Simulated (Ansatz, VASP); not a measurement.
# BaLi3Rh4 in VASP and in Ansatz

File INCAR:

```
PREC = Accurate ; ENCUT = 750
EDIFF = 1E-6 ; ISMEAR = 0
SIGMA = 0.1 ; LREAL = False
LASPH = True ; NELM = 120
ALGO = Normal ; ISIF = 2
LWAVE = False ; LCHARG = True
GGA = PE ; LELF = True
LVHAR = True ; NBANDS = 54
GGA_COMPAT = False
```

KPOINTS

```
regular mesh
0
Gamma
  4 4 4
```

The input POSCAR:

```
BaLi3Rh4
1.0
    5.0698698900      0.0000000000      0.0000000000
    0.0000000000      5.0698698900      0.0000000000
    0.0000000000      0.0000000000      5.0698698900
Ba Li Rh
1 3 4
Direct
    0.5000000000      0.5000000000      0.5000000000
    0.0000000000      0.0000000000      0.5000000000
    0.0000000000      0.5000000000      0.0000000000
    0.5000000000      0.0000000000      0.0000000000
    0.0000000000      0.0000000000      0.0000000000
    0.5000000000      0.5000000000      0.0000000000
    0.5000000000      0.0000000000      0.5000000000
    0.0000000000      0.5000000000      0.5000000000
```

Input for Ansatz:

```yaml
crystal:
  lattice:
    - [5.06986989, 0.0, 0.0]
    - [0.0, 5.06986989, 0.0]
    - [0.0, 0.0, 5.06986989]
  atoms:
    - { symbol: Ba, position: [0.5, 0.5, 0.5] }
    - { symbol: Li, position: [0.0, 0.0, 0.5] }
    - { symbol: Li, position: [0.0, 0.5, 0.0] }
    - { symbol: Li, position: [0.5, 0.0, 0.0] }
    - { symbol: Rh, position: [0.0, 0.0, 0.0] }
    - { symbol: Rh, position: [0.5, 0.5, 0.0] }
    - { symbol: Rh, position: [0.5, 0.0, 0.5] }
    - { symbol: Rh, position: [0.0, 0.5, 0.5] }
basis:
  ecutwfc: 420
kpoints:
  mp_grid: { grid: [4, 4, 4] }
hamiltonian:
  xc: pbe
scf:
  occupations: { method: gaussian, width: 0.1 }
  lower_state_search: "off"
output:
  forces: true
  stress: true
  eigenvalues: true
```

Change from the starting cell: species swapped into the KNa3H4 type (Pm-3m, No. 221).

Alike in both runs: task single point; functional PBE; k mesh 4 × 4 × 4; occupations gaussian, width 0.1 eV; no spin polarisation.

|  | VASP | Ansatz |
| --- | --- | --- |
| version | VASP 6.6.1 | Ansatz 0.2.0 |
| potentials or method | VASP PAW PBE potentials, release 64 (Ba_sv, Li_sv, Rh_sv_GW), cutoff 750 eV | scalar-relativistic, plane waves, PAW |
| valence electrons in the cell | 87 | 87 |

```csv
,VASP,Ansatz,Ansatz less VASP
gap on the k mesh at the Fermi level (eV),none,none,-
pressure (GPa),8.2,4.2,-3.96
```

A gap of «none» marks a metal or a gap that the smearing closes. One of these differences is far larger than is usual between the two programs; its cause wasn't traced.

Spin-orbit coupling is off throughout.
